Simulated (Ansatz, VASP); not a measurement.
# WSe2: VASP beside Ansatz

```xyz
3
Lattice="0.0000 3.0925 3.0925 3.0925 0.0000 3.0925 3.0925 3.0925 0.0000" Properties=species:S:1:pos:R:3 pbc="T T T"
W     0.0000    0.0000    0.0000
Se    1.5462    1.5462    1.5462
Se    4.6387    4.6387    4.6387
```

Alike in both runs: task single point; functional PBEsol; k mesh 6 × 6 × 6; occupations fermi-dirac, width 0.02 eV; no spin polarisation.

```csv
,VASP,Ansatz
version,VASP 6.6.1,Ansatz 0.2.0
potentials or method,"VASP PAW PBE potentials, release 64 (W_sv, Se)","plane waves, PAW"
plane-wave cutoff (eV),520,420
valence electrons in the cell,26,46
```

VASP gave:

```
pressure (GPa) : -3.1
```

Question: What did Ansatz give for the same quantities?

Answer: Pressure (GPa): -3.4.

VASP's potentials were made for PBE, not for PBEsol. VASP's potentials hold 26 valence electrons a cell and Ansatz's 46, so a difference there can come from the potentials and not from the codes.

Neither program's run includes spin-orbit coupling.
